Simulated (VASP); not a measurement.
Write the native input for VASP 6.6.1 that does the following.

```
Task                   : single point
Functional             : PBE
Potentials or basis    : VASP PAW PBE potentials, release 64 (In_d, P)
Cutoff                 : 520 eV
k mesh                 : 4 × 4 × 4
Occupations            : gaussian, width 0.01 eV
Spin                   : no spin polarisation
Dipole correction      : no
Further INCAR settings : ALGO = Normal; EDIFF = 1e-07; NBANDS = 16
```

The structure of InP lies in POSCAR:

```
InP
1.0
    0.0000000000      2.9537876506      2.9537876506
    2.8060982681      0.0000000000      2.9537876506
    2.8060982681      2.9537876506      0.0000000000
In P
1 1
Direct
    0.0000000000      0.0000000000      0.0000000000
    0.2500000000      0.2500000000      0.2500000000
```

This cell differs from its parent crystal: uniaxial x strain -5.0%.

These files were run (other wordings do the same):

INCAR

```
SYSTEM = InP
PREC     = Accurate       ! precision mode
ENCUT    = 520            ! plane-wave cutoff, eV
EDIFF    = 1E-7           ! SCF threshold, eV
ISMEAR   = 0              ! smearing method
SIGMA    = 0.01           ! smearing width, eV
LREAL    = .False.        ! projectors in reciprocal space
LASPH    = .True.         ! aspherical terms in the spheres
NELM     = 100            ! most SCF steps
ALGO     = Normal         ! electronic algorithm
ISIF     = 2              ! what is computed and relaxed
LWAVE    = .False.        ! write WAVECAR
LCHARG   = .True.         ! write CHGCAR
GGA      = PE             ! functional
LELF     = .True.         ! ELF
LVHAR    = .True.       
NBANDS   = 16             ! bands
```

KPOINTS

```
Automatic mesh
0
Gamma
  4 4 4
  0 0 0
```

Potentials or basis: VASP PAW PBE potentials, release 64 (In_d, P).

The run is started by

```sh
$ cat potpaw_PBE.64/In_d/POTCAR potpaw_PBE.64/P/POTCAR > POTCAR
$ mpirun -np 1 vasp_std > vasp.out
```

It gave:

| Quantity | Value |
| --- | --- |
| Pressure | 5.6 GPa |
| Band gap on the k mesh | 0.69 eV, direct |

Caveat: the k points lie up to 0.47 Å⁻¹ apart; the cell differs from its parent crystal (uniaxial x strain -5.0%); spin-orbit coupling is left out, which moves the levels of the heavy elements.

It took 11 s on 1 thread of Intel(R) Xeon(R) Platinum 8488C (Sapphire Rapids) (shared host), peak memory 0.17 GiB.
